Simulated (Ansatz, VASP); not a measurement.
# Two plane-wave programs on KF

INCAR

```
PREC = Accurate ; ENCUT = 520
EDIFF = 1E-6 ; ISMEAR = -1
SIGMA = 0.02 ; LREAL = False
LASPH = True ; NELM = 80
ALGO = Normal ; ISIF = 2
LWAVE = False ; LCHARG = False
GGA = PE ; NBANDS = 15
```

KPOINTS

```
regular mesh
0
Gamma
  8 8 8
```

File POSCAR:

```
KF
1.0
    3.1868179191      0.0079471769      0.0079471769
    0.0079471769      3.1868179191      0.0079471769
    0.0079471769      0.0079471769      3.1868179191
K F
1 1
Direct
    0.0000000000      0.0000000000      0.0000000000
    0.5000000000      0.5000000000      0.5000000000
```

Input for Ansatz:

```yaml
crystal:
  lattice:
    - [3.1868179191, 0.0079471769, 0.0079471769]
    - [0.0079471769, 3.1868179191, 0.0079471769]
    - [0.0079471769, 0.0079471769, 3.1868179191]
  atoms:
    - { symbol: K, position: [0.0, 0.0, 0.0] }
    - { symbol: F, position: [0.5, 0.5, 0.5] }
kpoints:
  mp_grid: { grid: [8, 8, 8] }
  band_path:
    path:
      - [0.0, 0.0, 0.0]
      - [0.0, 0.5, 0.0]
      - [0.5, 0.5, 0.0]
      - [0.5, 0.5, 0.5]
      - [0.0, 0.5, 0.5]
    npoints: 1
hamiltonian:
  xc: pbe
scf:
  occupations: { method: fermi_dirac, width: 0.02 }
  n_extra_bands: 4
output:
  forces: true
  stress: true
  eigenvalues: true
```

Change from the starting cell: shear_111 strain +0.8%.

Alike in both runs: task single point; functional PBE; k mesh 8 × 8 × 8; occupations fermi-dirac, width 0.02 eV; no spin polarisation.

|  | VASP | Ansatz |
| --- | --- | --- |
| version | VASP 6.6.1 | Ansatz 0.2.0 |
| potentials or method | VASP PAW PBE potentials, release 64 (K_sv, F) | plane waves, PAW |
| plane-wave cutoff (eV) | 520 | 420 |
| valence electrons in the cell | 16 | 16 |

Ansatz gave:

- gap on the k mesh at the Fermi level (eV): 6.76
- pressure (GPa): 2.6
- traceless stress, the component that is largest in VASP (GPa): -0.05

Question: Estimate VASP's values.

Answer: gap on the k mesh at the Fermi level (eV): 6.74; pressure (GPa): 2.6; traceless stress, the component that is largest in VASP (GPa): -0.05.
